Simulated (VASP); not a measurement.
Here is a VASP 6.6.1 calculation.

The input INCAR:

```
PREC = Accurate ; ENCUT = 520
EDIFF = 1E-6 ; ISMEAR = 0
SIGMA = 0.01 ; LREAL = F
LASPH = T ; NELM = 60
ALGO = Normal ; ISIF = 2
LWAVE = F ; LCHARG = F
GGA = PE ; NBANDS = 18
```

The input KPOINTS:

```
regular mesh
0
Gamma
  9 9 4
```

File POSCAR:

```
LiF
1.0
    2.7757075842      0.0000000000      0.0000000000
   -1.3878537921      2.4038332814      0.0000000000
    0.0000000000      0.0000000000      4.7826938714
Li F
2 2
Direct
    0.0000000000      0.0000000000      0.0000000000
    0.0000000000      0.0000000000      0.5000000000
    0.3333333333      0.6666666667      0.2500000000
    0.6666666667      0.3333333333      0.7500000000
```

Potentials or basis: VASP PAW PBE potentials, release 64 (Li_sv, F).

Command:

```sh
$ cat potpaw_PBE.64/Li_sv/POTCAR potpaw_PBE.64/F/POTCAR > POTCAR
$ mpirun -np 1 vasp_std > vasp.out
```

(1) Estimate the band gap on the k mesh.

Results:

(1) 9.22 eV, direct.
